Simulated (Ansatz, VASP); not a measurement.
**CO2 in VASP and in Ansatz**

```xyz
12
Lattice="6.0577 0.0000 -0.2272 0.0000 6.0577 0.0000 -0.2272 0.0000 5.9972" Properties=species:S:1:pos:R:3 pbc="T T T"
C     0.0000    0.0000    0.0000
C     2.9153    0.0000    2.8850
C     3.0289    3.0289   -0.1136
C    -0.1136    3.0289    2.9986
O     0.6500    0.6753    0.6433
O     2.2146    5.3824    3.5789
O     3.5024    2.3535    5.1897
O     5.2941    3.7042    2.1282
O     5.1806    5.3824    5.1267
O     3.6159    0.6753    2.1911
O     2.3282    3.7042    0.5803
O     0.5364    2.3535    3.6418
```

Change from the starting cell: engineering shear strain xz -0.0750, normal strain along z -0.0100.

Alike in both runs: task single point; functional PBE; k mesh 4 × 4 × 4; occupations gaussian, width 0.05 eV; no spin polarisation.

|  | VASP | Ansatz |
| --- | --- | --- |
| version | VASP 6.6.1 | Ansatz 0.2.0 |
| potentials or method | VASP PAW PBE potentials, release 64 (C, O), cutoff 520 eV | scalar-relativistic, plane waves, PAW |
| valence electrons in the cell | 64 | 64 |

Ansatz gave:

```
gap on the k mesh at the Fermi level (eV)                     : 6.63
least direct gap on the mesh (eV)                             : 6.63
pressure (GPa)                                                : 1.4
traceless stress, the component that is largest in VASP (GPa) : 7.02
rms of the force components (eV/Å)                            : 1.485
```

Task: Which values does VASP return?

Result: gap on the k mesh at the Fermi level (eV): 6.61; least direct gap on the mesh (eV): 6.61; pressure (GPa): 2.7; traceless stress, the component that is largest in VASP (GPa): 7.26; rms of the force components (eV/Å): 1.646.

Atom by atom the forces differ by 0.324 eV/Å (rms over components).

Noted on VASP's run: the standard files for N, O and F lose accuracy on very short bonds.
